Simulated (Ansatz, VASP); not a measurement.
# Ge in VASP and in Ansatz

```
Ge
1.0
    -2.49590    2.65086    1.43695
     2.49590   -2.65086    1.43695
     2.49590    2.65086   -1.43695
Ge
2
Direct
  0.18594 0.93594 0.25000
  0.81406 0.06406 0.75000
```

Alike in both runs: task single point; functional LDA; k mesh 13 × 13 × 13; no spin polarisation.

|  | VASP | Ansatz |
| --- | --- | --- |
| version | VASP 6.6.1 | Ansatz 0.2.0 |
| potentials or method | VASP PAW LDA potentials, release 64 (Ge_d), cutoff 500 eV | all-electron (LAPW or listed datasets) |
| occupations | methfessel-paxton of order 1, width 0.1 eV | cold, width 0.1 eV |

|  | VASP | Ansatz | Ansatz less VASP |
| --- | --- | --- | --- |
| gap on the k mesh at the Fermi level (eV) | none | none | - |
| pressure (GPa) | -4.4 | -4.3 | +0.11 |
| traceless stress, the component that is largest in VASP (GPa) | -1.09 | -1.04 | +0.044 |
| rms of the force components (eV/Å) | 0.041 | 0.042 | +0.0011 |

LDA's correlation is that of Perdew and Zunger in VASP and of Perdew and Wang (1992) in Ansatz. Atom by atom the forces differ by 0.001 eV/Å (rms over components). A gap of «none» marks a metal or a gap that the smearing closes. Ansatz ran all-electron here, and VASP with PAW potentials.
